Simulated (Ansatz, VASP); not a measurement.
Two plane-wave programs on NaTa3O3

INCAR

```
PREC = Accurate
ENCUT = 600
EDIFF = 1E-6
ISMEAR = 0
SIGMA = 0.2
LREAL = F
LASPH = T
NELM = 100
ALGO = Normal
ISIF = 3
LWAVE = F
LCHARG = F
GGA = PE
IBRION = 2
NSW = 36
EDIFFG = -0.08
```

KPOINTS

```
regular mesh
0
Gamma
  6 6 2
```

File POSCAR:

```
NaTa3O3
1.0
    3.1500000000      0.0000000000      0.0000000000
   -1.5750000000      2.7279800200      0.0000000000
    0.0000000000      0.0000000000     10.8000000000
Na Ta O
1 3 3
Direct
    0.0000000000      0.0000000000      0.0000000000
    0.6666666700      0.3333333300      0.4830000000
    0.0000000000      0.0000000000      0.7140000000
    0.0000000000      0.0000000000      0.2600000000
    0.3333333300      0.6666666700      0.5940000000
    0.3333333300      0.6666666700      0.8350000000
    0.6666666700      0.3333333300      0.1480000000
```

Input for Ansatz:

```yaml
crystal:
  lattice:
    - [3.15, 0.0, 0.0]
    - [-1.575, 2.72798002, 0.0]
    - [0.0, 0.0, 10.8]
  atoms:
    - { symbol: Na, position: [0.0, 0.0, 0.0] }
    - { symbol: Ta, position: [0.66666667, 0.33333333, 0.483] }
    - { symbol: Ta, position: [0.0, 0.0, 0.714] }
    - { symbol: Ta, position: [0.0, 0.0, 0.26] }
    - { symbol: O, position: [0.33333333, 0.66666667, 0.594] }
    - { symbol: O, position: [0.33333333, 0.66666667, 0.835] }
    - { symbol: O, position: [0.66666667, 0.33333333, 0.148] }
basis:
  ecutwfc: 420
kpoints:
  mp_grid: { grid: [6, 6, 2] }
hamiltonian:
  xc: pbe
scf:
  occupations: { method: gaussian, width: 0.2 }
  lower_state_search: "off"
output:
  forces: true
  stress: true
  eigenvalues: true
relax:
  adjacent_minimum: "off"
  f_tol: 0.08
  max_steps: 16
  cell: { stress_tol: 0.8 }
```

Alike in both runs: task relaxation of cell and atoms; functional PBE; k mesh 6 × 6 × 2; occupations gaussian, width 0.2 eV; no spin polarisation.

|  | VASP | Ansatz |
| --- | --- | --- |
| version | VASP 6.6.1 | Ansatz 0.2.0 |
| potentials or method | VASP PAW PBE potentials, release 64 (Na_pv, Ta_pv, O), cutoff 600 eV | scalar-relativistic, plane waves, PAW |
| valence electrons in the cell | 58 | 66 |

```tsv
	VASP	Ansatz	Ansatz less VASP
gap on the k mesh at the Fermi level, each at its own relaxed structure (eV)	none	none	-
relaxed volume (Å³/atom)	12.55	12.55	0.000
relaxed cell length with the largest relative difference (Å)	11.878	11.866	-0.0125
```

A gap of «none» marks a metal or a gap that the smearing closes. VASP's potentials hold 58 valence electrons a cell and Ansatz's 66, so a difference there can come from the potentials and not from the codes.

The k mesh is coarse, so the values compare programs but aren't converged. Spin-orbit coupling is off throughout.
